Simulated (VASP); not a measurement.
Runs of VASP 6.6.1 on Sb. The structure is that of space group P6_3/mmc (No. 194), or close to it. The cells are those of the table. 

| task | cell | k mesh | gap on the mesh (eV) | pressure (GPa) |
| --- | --- | --- | --- | --- |
| relaxation of cell and atoms | relaxed to 25 GPa from a = 3.097, b = 3.097, c = 5.099 Å, angles 90.0, 90.0, 120.0°, 2 atoms | 15 × 15 × 8 | none | 25.0 |
| relaxation of cell and atoms | relaxed to 12 GPa from a = 3.180, b = 3.180, c = 5.236 Å, angles 90.0, 90.0, 120.0°, 2 atoms | 15 × 15 × 8 | none | 12.0 |
| single point | a = 2.976, b = 2.976, c = 4.855 Å, angles 90.0, 90.0, 120.0°, 2 atoms | 18 × 18 × 8 | none | 51.0 |
| single point | a = 3.266, b = 3.266, c = 5.377 Å, angles 90.0, 90.0, 120.0°, 2 atoms | 15 × 15 × 8 | none | 4.0 |
| single point | a = 3.180, b = 3.180, c = 5.237 Å, angles 90.0, 90.0, 120.0°, 2 atoms | 15 × 15 × 8 | none | (b) |
| single point | a = 3.331, b = 3.331, c = 5.527 Å, angles 90.0, 90.0, 120.0°, 2 atoms | 15 × 15 × 8 | none | -1.0 |
| single point | a = 2.893, b = 2.893, c = 4.541 Å, angles 90.0, 90.0, 120.0°, 2 atoms | 18 × 18 × 10 | none | (a) |
| relaxation of cell and atoms | relaxed to 1 GPa from a = 3.304, b = 3.304, c = 5.478 Å, angles 90.0, 90.0, 120.0°, 2 atoms | 15 × 15 × 8 | none | 1.0 |
| relaxation of cell and atoms | relaxed to 4 GPa from a = 3.259, b = 3.259, c = 5.394 Å, angles 90.0, 90.0, 120.0°, 2 atoms | 15 × 15 × 8 | none | 4.0 |
| single point | a = 3.084, b = 3.084, c = 5.086 Å, angles 90.0, 90.0, 120.0°, 2 atoms | 15 × 15 × 8 | none | 25.4 |
| single point | a = 3.301, b = 3.301, c = 5.465 Å, angles 90.0, 90.0, 120.0°, 2 atoms | 15 × 15 × 8 | none | 1.0 |

Alike in all rows: level PBEsol; potentials or basis VASP PAW PBE potentials, release 64 (Sb); no spin polarisation; cutoff (eV) 500; smearing gaussian 0.1 eV.

Fill in the values left out.

(a) 92.4; (b) 12.1.

Caveats: the PAW data sets were made with another functional, which shifts forces and pressure a little; spin-orbit coupling is left out, which moves the levels of the heavy elements; the cell is relaxed towards a set pressure, so the enthalpy falls and the energy may rise (some runs).

A k mesh can miss the band edges, and the runs leave out spin-orbit coupling on Sb.

A gap of «none» marks levels without a gap at the run's occupations.
